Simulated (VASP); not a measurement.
**Au: single point with LDA**

The system is Au.

```
Au
1.0
     0.00000    2.04550    2.04550
     2.04550    0.00000    2.04550
     2.04550    2.04550    0.00000
Au
1
Cartesian
  0.0000 0.0000 0.0000
```

```
Program                : VASP 6.6.1
Task                   : single point
Functional             : LDA
Potentials or basis    : VASP PAW LDA potentials, release 64 (Au)
Cutoff                 : 520 eV
k mesh                 : 20 × 20 × 20
Occupations            : gaussian, width 0.15 eV
Spin                   : no spin polarisation
Dipole correction      : no
Further INCAR settings : ALGO = Normal; EDIFF = 1e-06; NBANDS = 12
```

| Item | Value |
| --- | --- |
| Pressure | -5.2 GPa |

Levels at points of the mesh, in eV from the Fermi level:
```tsv
k point	band 2	band 3	band 4	band 5	band 6	band 7	band 8	band 9	band 10	band 11
(0.00, 0.00, 0.00)	-4.65	-4.65	-4.65	-3.13	-3.13	14.53	18.45	18.45	18.45	23.47
(0.50, 0.00, 0.00)	-4.68	-4.68	-1.93	-1.93	-0.95	3.06	13.98	17.02	17.02	24.89
(0.50, 0.50, 0.00)	-6.71	-1.97	-1.61	-1.61	1.01	5.74	9.94	9.94	17.23	19.83
```

Wall time 40 s on 1 thread of Intel Xeon 8259CL (shared host), peak memory 0.17 GiB.

Caveat: spin-orbit coupling is left out, which moves the levels of the heavy elements.
